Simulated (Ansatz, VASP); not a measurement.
# CO2: VASP beside Ansatz

INCAR

```
SYSTEM = CO2
ALGO = Normal ; EDIFF = 1E-6
ENCUT = 520 ; GGA = PS
ISIF = 2 ; ISMEAR = 0
LASPH = .TRUE. ; LCHARG = .TRUE.
LELF = .TRUE. ; LREAL = .FALSE.
LVHAR = .TRUE. ; LWAVE = .FALSE.
NBANDS = 25 ; NELM = 60
PREC = Accurate ; SIGMA = 0.1
```

KPOINTS

```
k-points
0
G
  6 6 4
  0 0 0
```

The input POSCAR:

```
CO2
1.0
    2.6359112300     -2.3873781200      0.0000000000
    2.6359112300      2.3873781200      0.0000000000
    0.0000000000      0.0000000000      6.5871749100
C O
2 4
Direct
    0.0000000000      0.0000000000      0.0000000000
    0.5000000000      0.5000000000      0.5000000000
    0.8065085700      0.1934914300      0.8918433900
    0.1934914300      0.8065085700      0.1081566100
    0.6934914300      0.3065085700      0.3918433900
    0.3065085700      0.6934914300      0.6081566100
```

Input for Ansatz:

```yaml
crystal:
  lattice:
    - [2.63591123, -2.38737812, 0.0]
    - [2.63591123, 2.38737812, 0.0]
    - [0.0, 0.0, 6.58717491]
  atoms:
    - { symbol: C, position: [0.0, 0.0, 0.0] }
    - { symbol: C, position: [0.5, 0.5, 0.5] }
    - { symbol: O, position: [0.80650857, 0.19349143, 0.89184339] }
    - { symbol: O, position: [0.19349143, 0.80650857, 0.10815661] }
    - { symbol: O, position: [0.69349143, 0.30650857, 0.39184339] }
    - { symbol: O, position: [0.30650857, 0.69349143, 0.60815661] }
basis:
  ecutwfc: 420
kpoints:
  mp_grid: { grid: [6, 6, 4] }
hamiltonian:
  xc: pbesol
scf:
  occupations: { method: gaussian, width: 0.1 }
output:
  forces: true
  stress: true
  eigenvalues: true
```

Alike in both runs: task single point; functional PBEsol; k mesh 6 × 6 × 4; occupations gaussian, width 0.1 eV; no spin polarisation.

|  | VASP | Ansatz |
| --- | --- | --- |
| version | VASP 6.6.1 | Ansatz 0.2.0 |
| potentials or method | VASP PAW PBE potentials, release 64 (C, O), cutoff 520 eV | scalar-relativistic, plane waves, PAW |
| valence electrons in the cell | 32 | 32 |

VASP gave:

- gap on the k mesh at the Fermi level (eV): 6.52
- least direct gap on the mesh (eV): 7.09
- pressure (GPa): 2.8
- traceless stress, the component that is largest in VASP (GPa): -1.89
- rms of the force components (eV/Å): 0.313

Question: What did Ansatz give for the same quantities?

Answer: gap on the k mesh at the Fermi level (eV): 6.55; least direct gap on the mesh (eV): 7.11; pressure (GPa): 1.0; traceless stress, the component that is largest in VASP (GPa): 0.20; rms of the force components (eV/Å): 0.019.

VASP's potentials were made for PBE, not for PBEsol. Atom by atom the forces differ by 0.332 eV/Å (rms over components).

Noted on VASP's run: the standard files for N, O and F lose accuracy on very short bonds.
